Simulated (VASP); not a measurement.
Runs of VASP 6.6.1 on KI. The structure is that of space group Fm-3m (No. 225), or close to it. The cells are those of the table. 

| cell | gap on the mesh (eV) | pressure (GPa) |
| --- | --- | --- |
| a = 5.072, b = 4.984 Å, angles 60.6, 58.9, 60.6°, 2 atoms | (a) | 0.3 |
| a = 4.960, b = 4.984 Å, angles 59.8, 60.3, 59.8°, 2 atoms | (c) | 0.9 |
| a = 5.035, b = 4.984 Å, angles 60.3, 59.3, 60.3°, 2 atoms | 3.93 | 0.5 |
| a = 5.060, b = 4.984 Å, angles 60.5, 59.0, 60.5°, 2 atoms | (b) | 0.4 |
| a = 5.009, b = 4.984 Å, angles 60.2, 59.7, 60.2°, 2 atoms | 3.95 | 0.6 |
| a = 4.935, b = 4.984 Å, angles 59.7, 60.7, 59.7°, 2 atoms | 4.02 | 1.0 |
| a = 5.085, b = 4.984 Å, angles 60.7, 58.7, 60.7°, 2 atoms | 3.89 | 0.3 |

Alike in all rows: task single point; level PBE; potentials or basis VASP PAW PBE potentials, release 64 (K_sv, I); no spin polarisation; k mesh 6 × 6 × 6; cutoff (eV) 520; smearing gaussian 0.05 eV.

Task: Estimate the missing entries.

Result: (a) 3.90; (b) 3.91; (c) 4.00.

Caveats: spin-orbit coupling is left out, which moves the levels of the heavy elements.

A k mesh can miss the band edges, and the runs leave out spin-orbit coupling on I.
